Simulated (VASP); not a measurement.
# Ir (P6_3/mmc) in VASP: notebook

Ir is run at these levels: LDA; tasks: single point.

Program: VASP 6.6.1. These are calculated values, not measurements. Logs are shortened: lines on timing, memory, paths and dates and some standing lists are left out, and cuts for length are marked.

### 1 The cell of the first run

The structure is hexagonal, space group P6_3/mmc (No. 194). Conventional cell: a = 2.669 Å, b = 2.669 Å, c = 4.462 Å, α = 90.00°, β = 90.00°, γ = 120.00°. Ir (site symmetry -6m2) has 12 Ir at 2.67 to 2.71 Å within 3.5 Å.

### 2 Single point, LDA

INCAR reads:

```
PREC = Accurate ; ENCUT = 520
EDIFF = 1E-6 ; ISMEAR = -1
SIGMA = 0.05 ; LREAL = F
LASPH = T ; NELM = 80
ALGO = Normal ; ISIF = 2
LWAVE = F ; LCHARG = F
NBANDS = 16
```

KPOINTS reads:

```
Automatic mesh
0
Gamma
  14 14 8
```

POSCAR reads:

```
Ir
1.0
    2.6688386000      0.0000000000      0.0000000000
   -1.3344193000      2.3112772000      0.0000000000
    0.0000000000      0.0000000000      4.4622900000
Ir
2
Direct
    0.6666666667      0.3333333333      0.7500000000
    0.3333333333      0.6666666667      0.2500000000
```

Potentials or basis: VASP PAW LDA potentials, release 64 (Ir).

Run with:

```bash
$ cat potpaw_LDA.64/Ir/POTCAR > POTCAR
$ mpirun -np 1 vasp_std > vasp.out
```

OUTCAR:

```text
PREC = Accurate
   ENCUT = 520
   EDIFF = 1E-6
   ISMEAR = -1
   LREAL = F
   LASPH = T
   NELM = 80
   ISIF = 2

 ion  position               nearest neighbor table
   1  0.667  0.333  0.750-   2 2.71   2 2.71   2 2.71   2 2.71   2 2.71   2 2.71
   2  0.333  0.667  0.250-   1 2.71   1 2.71   1 2.71   1 2.71   1 2.71   1 2.71

  LATTYP: Found a hexagonal cell.
 ALAT       =     2.6688386000
 C/A-ratio  =     1.6719969503

  Lattice vectors:

 A1 = (   2.6688386000,   0.0000000000,   0.0000000000)
 A2 = (  -1.3344193000,   2.3112772000,   0.0000000000)
 A3 = (   0.0000000000,   0.0000000000,   4.4622900000)

Analysis of symmetry for initial positions (statically):
=====================================================================
 Subroutine PRICEL returns:
 Original cell was already a primitive cell.

 Routine SETGRP: Setting up the symmetry group for a
 hexagonal supercell.

 Subroutine GETGRP returns: Found 24 space group operations
 (whereof 12 operations were pure point group operations)
 out of a pool of 24 trial point group operations.

The static configuration has the point symmetry D_3d.
 The point group associated with its full space group is D_6h.

Analysis of symmetry for dynamics (positions and initial velocities):
=====================================================================
 Subroutine PRICEL returns:
 Original cell was already a primitive cell.

 Routine SETGRP: Setting up the symmetry group for a
 hexagonal supercell.

 Subroutine GETGRP returns: Found 24 space group operations
 (whereof 12 operations were pure point group operations)
 out of a pool of 24 trial point group operations.

The dynamic configuration has the point symmetry D_3d.
 The point group associated with its full space group is D_6h.

 Subroutine INISYM returns: Found 24 space group operations
 (whereof 12 operations are pure point group operations),
 and found     1 'primitive' translations

----------------------------------------------------------------------------------------

                                     Primitive cell

  volume of cell :      27.5253

  direct lattice vectors                    reciprocal lattice vectors
     2.668838600  0.000000000  0.000000000     0.374694820  0.216330607  0.000000000
    -1.334419300  2.311277200  0.000000000     0.000000000  0.432661214  0.000000000
     0.000000000  0.000000000  4.462290000     0.000000000  0.000000000  0.224100182

  length of vectors
     2.668838600  2.668834420  4.462290000     0.432660537  0.432661214  0.224100182
[... 75 lines left out ...]
   ISPIN  =      1    spin polarized calculation?
   LNONCOLLINEAR =      F non collinear calculations
   LSORBIT =      F    spin-orbit coupling
   LASPH  =      T    aspherical Exc in radial PAW
   ENCUT  =  520.0 eV  38.22 Ry    6.18 a.u.   4.96  4.96  8.30*2*pi/ulx,y,z
   NELM   =     80;   NELMIN=  2; NELMDL= -5     # of ELM steps
   EDIFF  = 0.1E-05   stopping-criterion for ELM
   LREAL  =      F    real-space projection
   EDIFFG = 0.1E-04   stopping-criterion for IOM
   NSW    =      0    number of steps for IOM
   IBRION =     -1    ionic relax: 0-MD 1-quasi-New 2-CG
   NFREE  =      0    steps in history (QN), initial steepest desc. (CG)
   ISIF   =      2    stress and relaxation
   ISYM   =      2    0-nonsym 1-usesym 2-fastsym
   POTIM  = 0.5000    time-step for ionic-motion
   TEBEG  =    0.0;   TEEND  =   0.0 temperature during run
   PSTRESS=    0.0 pullay stress
   NELECT =      18.0000    total number of electrons
   NUPDOWN=      -1.0000    fix difference up-down
   EMIN   =  10.00;   EMAX   =-10.00  energy-range for DOS
   EFERMI =   0.00;   METHOD = LEGACY
   ISMEAR =    -1;   SIGMA  =   0.05  broadening in eV -4-tet -1-fermi 0-gaus
   EFERMI_NEDOS =   21; number of points for ismear=-14 and -15
   IALGO  =     38    algorithm
   IMIX   =      4    mixing-type and parameters
     AMIX     =   0.40;   BMIX     =  1.00
     AMIX_MAG =   1.60;   BMIX_MAG =  1.00
  volume/ion in A,a.u.               =      13.76        92.87
  Fermi-wavevector in a.u.,A,eV,Ry     =   1.420981  2.685265 27.472709  2.019187
  Thomas-Fermi vector in A             =   2.541839
   LORBIT       =      0    0 simple, 1 ext, 2 COOP (PROOUT), +10 PAW based schemes
   GGA     = CA    functional components
   LHFCALC =     F    Hartree Fock is set to
   AEXX    =    0.0000 exact exchange contribution
   IVDW    =     0    specifies the selected vdW correction
   LEPSILON=     F    determine dielectric tensor
   LRPA    =     F    only Hartree local field effects (RPA)
 non-spin polarized calculation
  energy-cutoff  :      520.00
  volume of cell :       27.53
 maximum number of plane-waves:       764
 NGX is ok and might be reduce to    20
   NGX =  9   NGY =  9   NGZ = 17

 number of electron      17.9999995 magnetization

 Free energy of the ion-electron system (eV)
  ---------------------------------------------------
  ext. energy  EPLUGINS =         0.00000000
  ---------------------------------------------------
  free energy    TOTEN  =       -20.46838482 eV

  energy without entropy =      -20.44908125  energy(sigma->0) =      -20.45873303

 E-fermi :  10.8726     XC(G=0): -14.2975

 val. band max:       10.8704773800   @ k =   0.0714   0.0000   0.3750
 cond. band min:      10.8735798709   @ k =   0.0000   0.0000   0.3750
 fundamental gap:      0.0031024910
 Fermi energy:        10.8726478845

 k-point     1 :       0.0000    0.0000    0.0000
  band No.  band energies     occupation
      1      -0.6010      2.00000
      2       2.3430      2.00000
      3       6.4583      2.00000
      4       6.8942      2.00000
      5       6.8942      2.00000
      6       7.5141      2.00000
[... 433 lines left out ...]
      3       4.8641      2.00000
      4       5.7389      2.00000
      5       6.3623      2.00000
      6       6.5778      2.00000
[... 8 lines left out ...]
     15      24.7150      0.00000
     16      24.7633      0.00000

 [... further k-points ...]
[... 5 lines left out ...]
  --------------------------------------------------------------------------------------
  -------------------------------------------------------------------------------------
  Total        1.9773486      1.9773404     -0.2596886      0.0000000     -0.0000000     -0.0000000
  in kB      115.0963887    115.0959081    -15.1158086      0.0000000     -0.0000000     -0.0000000
  external PRESSURE =      71.6921627 kB  Pullay stress =       0.0000000 kB

 VOLUME and BASIS-vectors are now :
 -----------------------------------------------------------------------------
  energy-cutoff  :      520.00
  volume of cell :       27.53
      direct lattice vectors                 reciprocal lattice vectors
     2.668838600  0.000000000  0.000000000     0.374694820  0.216330607  0.000000000
    -1.334419300  2.311277200  0.000000000     0.000000000  0.432661214  0.000000000
     0.000000000  0.000000000  4.462290000     0.000000000  0.000000000  0.224100182

 POSITION                                       TOTAL-FORCE (eV/Angst)
 -----------------------------------------------------------------------------------
      1.33442      0.77043      3.34672         0.000000      0.000000      0.000000
     -0.00000      1.54085      1.11557        -0.000000     -0.000000      0.000000
 -----------------------------------------------------------------------------------
    total drift:                               -0.000000      0.000000     -0.000000

  FREE ENERGIE OF THE ION-ELECTRON SYSTEM (eV)
  ---------------------------------------------------
  free  energy   TOTEN  =       -20.4683848181 eV

  energy  without entropy=      -20.4490812489  energy(sigma->0) =      -20.45873303
```

OSZICAR:

```text
N       E                     dE             d eps       ncg     rms          rms(c)
DAV:   1     0.144395708948E+03    0.14440E+03   -0.84978E+03  3840   0.115E+03
DAV:   2    -0.178383839456E+02   -0.16223E+03   -0.14568E+03  3840   0.313E+02
DAV:   3    -0.215994440380E+02   -0.37611E+01   -0.37098E+01  5344   0.577E+01
DAV:   4    -0.216434642039E+02   -0.44020E-01   -0.44013E-01  4360   0.517E+00
DAV:   5    -0.216447653497E+02   -0.13011E-02   -0.13011E-02  5464   0.930E-01    0.245E+01
DAV:   6    -0.206718688081E+02    0.97290E+00   -0.11490E+00  4872   0.141E+01    0.101E+01
DAV:   7    -0.204827468206E+02    0.18912E+00   -0.35352E-01  5184   0.736E+00    0.209E+00
DAV:   8    -0.204739294847E+02    0.88173E-02   -0.58635E-03  4320   0.734E-01    0.117E+00
DAV:   9    -0.204684034384E+02    0.55260E-02   -0.49572E-03  5032   0.944E-01    0.571E-02
DAV:  10    -0.204683937283E+02    0.97101E-05   -0.38252E-05  5728   0.605E-02    0.503E-02
DAV:  11    -0.204683848181E+02    0.89102E-05   -0.83740E-06  4976   0.325E-02    0.158E-03
DAV:  12    -0.204683848181E+02   -0.48431E-10   -0.98963E-08  3152   0.249E-03
   1 F= -.20468385E+02 E0= -.20458733E+02  d E =-.193036E-01
```

stdout:

```text
POSCAR found type information on POSCAR Ir
 POSCAR found :  1 types and       2 ions
 scaLAPACK will be used
 LDA part: xc-table for (Slater(with rela. corr.)+CA(PZ))
 , standard interpolation
 POSCAR, INCAR and KPOINTS ok, starting setup
 FFT: planning ... GRIDC
 FFT: planning ... GRID_SOFT
 FFT: planning ... GRID
 WAVECAR not read
 entering main loop
```

Run time: 32 s. Hardware: 1 thread of Intel Xeon Platinum 8259CL at 2.50GHz (Skylake/Cascade Lake), shared host; peak memory 0.16 GiB.

What came out:

```yaml
Free_energy: -20.4684 eV
Pressure: 7.2 GPa
Band_gap_on_the_k_mesh: zero (band 9 reaches 12.12 eV, above the bottom of band 10 at 8.47 eV)
```

Stress tensor (GPa, compression positive):
```
11.51  0.00  0.00
 0.00 11.51  0.00
 0.00  0.00 -1.51
```

Levels at points of the mesh, in eV from the Fermi level:
```csv
k point,band 5,band 6,band 7,band 8,band 9,band 10,band 11,band 12,band 13,band 14
"(0.00, 0.00, 0.00)",-3.98,-3.36,-3.36,-2.17,-2.17,-1.11,0.37,0.37,6.98,14.45
"(0.50, 0.00, 0.00)",-3.87,-3.39,-3.26,0.95,1.03,1.41,3.22,4.77,8.48,10.27
"(0.00, 0.00, 0.50)",-4.04,-4.04,-4.04,-4.04,-0.42,-0.42,-0.42,-0.42,13.58,13.58
"(0.50, 0.00, 0.50)",-2.06,-2.06,-0.95,-0.95,1.25,1.25,2.15,2.15,8.15,8.15
```

Caveat: spin-orbit coupling is left out, which moves the levels of the heavy elements.

(Part 1 of 2 ends here.)
